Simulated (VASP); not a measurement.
# AlN (pbe) (P6_3mc) in VASP: further runs, part 2 of 3

VASP 6.6.1. The steps go on from the part before.

## (3) Single point, PBE

INCAR

```
SYSTEM = AlN
PREC = Accurate
ENCUT = 520
EDIFF = 1E-7
ISMEAR = 0
SIGMA = 0.01
LREAL = .FALSE.
LASPH = .TRUE.
NELM = 80
ALGO = Normal
ISIF = 2
LWAVE = .FALSE.
LCHARG = .FALSE.
GGA = PE
NBANDS = 16
```

KPOINTS

```
regular mesh
0
G
  9 9 6
  0 0 0
```

POSCAR

```
AlN
1.0
    3.1297670776      0.0000000000      0.0000000000
   -1.5648835388      2.7104577972      0.0000000000
    0.0000000000      0.0000000000      5.0173090473
Al N
2 2
Direct
    0.3333333333      0.6666666667     -0.0264239179
    0.6666666667      0.3333333333      0.4735760821
    0.3333333333      0.6666666667      0.4084239179
    0.6666666667      0.3333333333      0.9084239179
```

Potentials or basis: VASP PAW PBE potentials, release 64 (Al, N).

Launch:

```sh
$ cat potpaw_PBE.64/Al/POTCAR potpaw_PBE.64/N/POTCAR > POTCAR
$ mpirun -np 1 vasp_std > vasp.out
```

OUTCAR:

```text
SYSTEM = AlN
   PREC = Accurate
   ENCUT = 520
   EDIFF = 1E-7
   ISMEAR = 0
   LREAL = .FALSE.
   LASPH = .TRUE.
   NELM = 80
   ISIF = 2
   GGA = PE

 ion  position               nearest neighbor table
   1  0.333  0.667  0.974-   4 1.84   4 1.84   4 1.84   3 2.18   2 3.09   2 3.09   2 3.09   2 3.09
                             2 3.09   2 3.09
   2  0.667  0.333  0.474-   3 1.84   3 1.84   3 1.84   4 2.18   1 3.09   1 3.09   1 3.09   1 3.09
                             1 3.09   1 3.09
   3  0.333  0.667  0.408-   2 1.84   2 1.84   2 1.84   1 2.18
   4  0.667  0.333  0.908-   1 1.84   1 1.84   1 1.84   2 2.18

  LATTYP: Found a hexagonal cell.
 ALAT       =     3.1297670776
 C/A-ratio  =     1.6030934325

  Lattice vectors:

 A1 = (   3.1297670776,   0.0000000000,   0.0000000000)
 A2 = (  -1.5648835388,   2.7104577972,   0.0000000000)
 A3 = (   0.0000000000,   0.0000000000,   5.0173090473)

Analysis of symmetry for initial positions (statically):
=====================================================================
 Subroutine PRICEL returns:
 Original cell was already a primitive cell.

 Routine SETGRP: Setting up the symmetry group for a
 hexagonal supercell.

 Subroutine GETGRP returns: Found 12 space group operations
 (whereof  6 operations were pure point group operations)
 out of a pool of 24 trial point group operations.

The static configuration has the point symmetry C_3v.
 The point group associated with its full space group is C_6v.

Analysis of symmetry for dynamics (positions and initial velocities):
=====================================================================
 Subroutine PRICEL returns:
 Original cell was already a primitive cell.

 Routine SETGRP: Setting up the symmetry group for a
 hexagonal supercell.

 Subroutine GETGRP returns: Found 12 space group operations
 (whereof  6 operations were pure point group operations)
 out of a pool of 24 trial point group operations.

The dynamic configuration has the point symmetry C_3v.
 The point group associated with its full space group is C_6v.

 Subroutine INISYM returns: Found 12 space group operations
 (whereof  6 operations are pure point group operations),
 and found     1 'primitive' translations

----------------------------------------------------------------------------------------

                                     Primitive cell

  volume of cell :      42.5623

  direct lattice vectors                    reciprocal lattice vectors
     3.129767078  0.000000000  0.000000000     0.319512595  0.184470683  0.000000000
    -1.564883539  2.710457797  0.000000000     0.000000000  0.368941365  0.000000000
     0.000000000  0.000000000  5.017309047     0.000000000  0.000000000  0.199310027

  length of vectors
     3.129767078  3.129767078  5.017309047     0.368941365  0.368941365  0.199310027

  position of ions in fractional coordinates (direct lattice)
     0.333333333  0.666666667  0.973576082
     0.666666667  0.333333333  0.473576082
     0.333333333  0.666666667  0.408423918
     0.666666667  0.333333333  0.908423918

  ion indices of the primitive-cell ions
   primitive index   ion index
                 1           1
                 2           2
                 3           3
                 4           4

[... 31 lines left out ...]
  0.333333 -0.000000  0.000000      6.000000
  0.444444  0.000000  0.000000      6.000000
  0.111111  0.111111  0.000000      6.000000
[... 16 lines left out ...]
  0.333333  0.222222  0.166667     24.000000
  0.333333  0.333333  0.166667      4.000000
 [... further k-points ...]
   k-points           NKPTS =     48   k-points in BZ     NKDIM =     48   number of bands    NBANDS=     16
   number of dos      NEDOS =    301   number of ions     NIONS =      4
   total plane-waves  NPLWV =  23040
   dimension x,y,z NGX =    24 NGY =   24 NGZ =   40
   dimension x,y,z NGXF=    48 NGYF=   48 NGZF=   80
   ions per type =               2   2
   NGX,Y,Z   is equivalent  to a cutoff of  12.75, 12.75, 13.25 a.u.
   NGXF,Y,Z  is equivalent  to a cutoff of  25.50, 25.50, 26.51 a.u.
 SYSTEM =  AlN
   PREC   = accura    normal or accurate (medium, high low for compatibility)
   ISTART =      0    job   : 0-new  1-cont  2-samecut
   ICHARG =      2    charge: 1-file 2-atom 10-const
   ISPIN  =      1    spin polarized calculation?
   LNONCOLLINEAR =      F non collinear calculations
   LSORBIT =      F    spin-orbit coupling
   LASPH  =      T    aspherical Exc in radial PAW
   ENCUT  =  520.0 eV  38.22 Ry    6.18 a.u.   5.82  5.82  9.33*2*pi/ulx,y,z
   NELM   =     80;   NELMIN=  2; NELMDL= -5     # of ELM steps
   EDIFF  = 0.1E-06   stopping-criterion for ELM
   LREAL  =      F    real-space projection
   EDIFFG = 0.1E-05   stopping-criterion for IOM
   NSW    =      0    number of steps for IOM
   IBRION =     -1    ionic relax: 0-MD 1-quasi-New 2-CG
   NFREE  =      0    steps in history (QN), initial steepest desc. (CG)
   ISIF   =      2    stress and relaxation
   ISYM   =      2    0-nonsym 1-usesym 2-fastsym
   POTIM  = 0.5000    time-step for ionic-motion
   TEBEG  =    0.0;   TEEND  =   0.0 temperature during run
   PSTRESS=    0.0 pullay stress
   NELECT =      16.0000    total number of electrons
   NUPDOWN=      -1.0000    fix difference up-down
   EMIN   =  10.00;   EMAX   =-10.00  energy-range for DOS
   EFERMI =   0.00;   METHOD = LEGACY
   ISMEAR =     0;   SIGMA  =   0.01  broadening in eV -4-tet -1-fermi 0-gaus
   EFERMI_NEDOS =   21; number of points for ismear=-14 and -15
   IALGO  =     38    algorithm
   IMIX   =      4    mixing-type and parameters
     AMIX     =   0.40;   BMIX     =  1.00
     AMIX_MAG =   1.60;   BMIX_MAG =  1.00
  volume/ion in A,a.u.               =      10.64        71.81
  Fermi-wavevector in a.u.,A,eV,Ry     =   1.181516  2.232742 18.993466  1.395980
  Thomas-Fermi vector in A             =   2.317788
   LORBIT       =      0    0 simple, 1 ext, 2 COOP (PROOUT), +10 PAW based schemes
   GGA     = PE    functional components
   LHFCALC =     F    Hartree Fock is set to
   AEXX    =    0.0000 exact exchange contribution
   IVDW    =     0    specifies the selected vdW correction
   LEPSILON=     F    determine dielectric tensor
   LRPA    =     F    only Hartree local field effects (RPA)
 non-spin polarized calculation
 Gauss-broadening in eV      SIGMA  =   0.01
  energy-cutoff  :      520.00
  volume of cell :       42.56
 maximum number of plane-waves:      1170
 NGX is ok and might be reduce to    24
   NGX = 11   NGY = 11   NGZ = 19

 number of electron      15.9999998 magnetization

 Free energy of the ion-electron system (eV)
  ---------------------------------------------------
  ext. energy  EPLUGINS =         0.00000000
  ---------------------------------------------------
  free energy    TOTEN  =       -29.28008971 eV

  energy without entropy =      -29.28008971  energy(sigma->0) =      -29.28008971

 E-fermi :   6.8324     XC(G=0): -10.8237

 val. band max:        6.7270506036   @ k =   0.0000   0.0000   0.0000
 cond. band min:       9.9310055322   @ k =   0.0000   0.0000   0.0000
 fundamental gap:      3.2039549285
 Fermi energy:         6.8323595483

 k-point     1 :       0.0000    0.0000    0.0000
  band No.  band energies     occupation
      1      -9.1290      2.00000
      2      -7.0983      2.00000
      3       0.3526      2.00000
      4       4.7737      2.00000
      5       4.7737      2.00000
      6       5.4086      2.00000
[... 433 lines left out ...]
      3       1.1853      2.00000
      4       1.7598      2.00000
      5       1.7598      2.00000
      6       3.0410      2.00000
[... 8 lines left out ...]
     15      18.1256      0.00000
     16      20.9986      0.00000

 [... further k-points ...]

------------------------ aborting loop because EDIFF is reached ----------------------------------------

  FORCE on cell =-STRESS in cart. coord.  units (eV):
  Direction    XX          YY          ZZ          XY          YZ          ZX
  --------------------------------------------------------------------------------------
  -------------------------------------------------------------------------------------
  Total        2.7497926      2.7497926     -2.5844713      0.0000000      0.0000000      0.0000000
  in kB      103.5106420    103.5106420    -97.2874405      0.0000000      0.0000000      0.0000000
  external PRESSURE =      36.5779478 kB  Pullay stress =       0.0000000 kB

 VOLUME and BASIS-vectors are now :
 -----------------------------------------------------------------------------
  energy-cutoff  :      520.00
  volume of cell :       42.56
      direct lattice vectors                 reciprocal lattice vectors
     3.129767078  0.000000000  0.000000000     0.319512595  0.184470683  0.000000000
    -1.564883539  2.710457797  0.000000000     0.000000000  0.368941365  0.000000000
     0.000000000  0.000000000  5.017309047     0.000000000  0.000000000  0.199310027

 POSITION                                       TOTAL-FORCE (eV/Angst)
 -----------------------------------------------------------------------------------
     -0.00000      1.80697      4.88473        -0.000000      0.000000      1.315669
      1.56488      0.90349      2.37608         0.000000      0.000000      1.315669
     -0.00000      1.80697      2.04919         0.000000      0.000000     -1.315669
      1.56488      0.90349      4.55784        -0.000000     -0.000000     -1.315669
 -----------------------------------------------------------------------------------
    total drift:                                0.000000      0.000000      0.000857

  FREE ENERGIE OF THE ION-ELECTRON SYSTEM (eV)
  ---------------------------------------------------
  free  energy   TOTEN  =       -29.2800897082 eV

  energy  without entropy=      -29.2800897082  energy(sigma->0) =      -29.28008971
```

OSZICAR:

```text
N       E                     dE             d eps       ncg     rms          rms(c)
DAV:   1     0.422548238192E+02    0.42255E+02   -0.73372E+03  1536   0.893E+02
DAV:   2    -0.306652486070E+02   -0.72920E+02   -0.67117E+02  2208   0.187E+02
DAV:   3    -0.341662180736E+02   -0.35010E+01   -0.34903E+01  1888   0.422E+01
DAV:   4    -0.341874185716E+02   -0.21200E-01   -0.21199E-01  1896   0.373E+00
DAV:   5    -0.341876989470E+02   -0.28038E-03   -0.28037E-03  1920   0.432E-01    0.124E+01
DAV:   6    -0.292722392460E+02    0.49155E+01   -0.11015E+01  1840   0.241E+01    0.422E+00
DAV:   7    -0.292942693860E+02   -0.22030E-01   -0.67663E-01  1664   0.576E+00    0.296E+00
DAV:   8    -0.292842119351E+02    0.10057E-01   -0.63182E-02  1712   0.231E+00    0.591E-01
DAV:   9    -0.292795012258E+02    0.47107E-02   -0.11629E-02  1928   0.803E-01    0.252E-01
DAV:  10    -0.292801577580E+02   -0.65653E-03   -0.22046E-03  1648   0.298E-01    0.128E-01
DAV:  11    -0.292800841484E+02    0.73610E-04   -0.20478E-04  1808   0.112E-01    0.225E-02
DAV:  12    -0.292800896241E+02   -0.54757E-05   -0.11507E-05  1760   0.269E-02    0.814E-03
DAV:  13    -0.292800896261E+02   -0.20104E-08   -0.30297E-06  1824   0.141E-02    0.173E-03
DAV:  14    -0.292800897082E+02   -0.82135E-07   -0.23723E-07  1776   0.391E-03
   1 F= -.29280090E+02 E0= -.29280090E+02  d E =-.797342E-53
```

stdout:

```text
POSCAR found type information on POSCAR AlN
 POSCAR found :  2 types and       4 ions
 scaLAPACK will be used
 LDA part: xc-table for (Slater+PW92), standard interpolation
 POSCAR, INCAR and KPOINTS ok, starting setup
 FFT: planning ... GRIDC
 FFT: planning ... GRID_SOFT
 FFT: planning ... GRID
 WAVECAR not read
 entering main loop
```

It took 34 s on 1 thread of Intel Xeon 8259CL, shared host; peak memory 0.17 GiB.

What came out:

```yaml
Free_energy: -29.2801 eV
Pressure: 3.7 GPa
Largest_force: 1.316 eV/Å
Band_gap_on_the_k_mesh: 3.20 eV, direct
```

Forces in eV/Å, atoms in the order of the input:
```
Al   0.000  0.000  1.316
Al   0.000  0.000  1.316
N    0.000  0.000 -1.316
N    0.000  0.000 -1.316
```

Stress tensor (GPa, compression positive):
```
10.35  0.00  0.00
 0.00 10.35  0.00
 0.00  0.00 -9.73
```

Caveat: forces of over 1 eV/Å act on the atoms, so gaps and moduli don't describe the material at rest. As with any semilocal functional, this PBE gap is likely too small.

[end of part 2 of 3]
